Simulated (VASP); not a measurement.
AlW3: single point with PBE

AlW3:

```
Al W
1.0
     3.30577    0.00000    0.00000
     0.00000    3.30577    0.00000
     0.00000    0.00000    5.78685
Al W
1 3
Direct
  0.00000 0.00000 0.00000
  0.50000 0.50000 0.75398
  0.00000 0.00000 0.50000
  0.50000 0.50000 0.24602
```

```json
{"Program": "VASP 6.6.1", "Task": "single point", "Functional": "PBE", "Potentials or basis": "VASP PAW PBE potentials, release 64 (Al, W_sv)", "Cutoff": "520 eV", "k mesh": "6 × 6 × 4", "Occupations": "gaussian, width 0.1 eV", "Spin": "no spin polarisation"}
```

The pressure is 0.5 GPa and the largest force is 0.050 eV/Å.

Forces in eV/Å, atoms in the order of the input:
```
Al   0.000  0.000  0.000
W    0.000  0.000  0.050
W    0.000  0.000  0.000
W    0.000  0.000 -0.050
```

Stress tensor (GPa, compression positive):
```
0.55 0.00 0.00
0.00 0.55 0.00
0.00 0.00 0.46
```

Levels at points of the mesh, in eV from the Fermi level:
```tsv
k point	band 18	band 19	band 20	band 21	band 22	band 23	band 24	band 25	band 26	band 27
(0.00, 0.00, 0.00)	-2.00	-1.41	-1.41	-1.22	-0.61	-0.61	0.42	1.31	2.31	3.00
(0.50, 0.00, 0.00)	-2.68	-2.66	-1.25	-1.01	-0.42	0.10	0.93	2.01	2.27	2.44
(0.50, 0.50, 0.00)	-2.57	-2.57	-0.88	-0.88	-0.24	1.52	1.52	1.82	2.64	2.71
(0.00, 0.00, 0.50)	-2.09	-1.12	-1.12	-1.10	0.34	0.34	0.35	0.35	0.91	1.48
(0.50, 0.00, 0.50)	-2.98	-2.58	-2.19	-1.32	-0.54	0.08	0.14	1.43	1.65	2.90
(0.50, 0.50, 0.50)	-2.55	-2.55	-1.85	-1.85	-1.34	1.86	2.12	2.39	2.39	2.71
```

It took 43 s on 1 thread of Intel(R) Xeon(R) 6975P-C (Granite Rapids), with other jobs on the host, peak memory 0.2 GiB.

Caveat: spin-orbit coupling is left out, which moves the levels of the heavy elements.
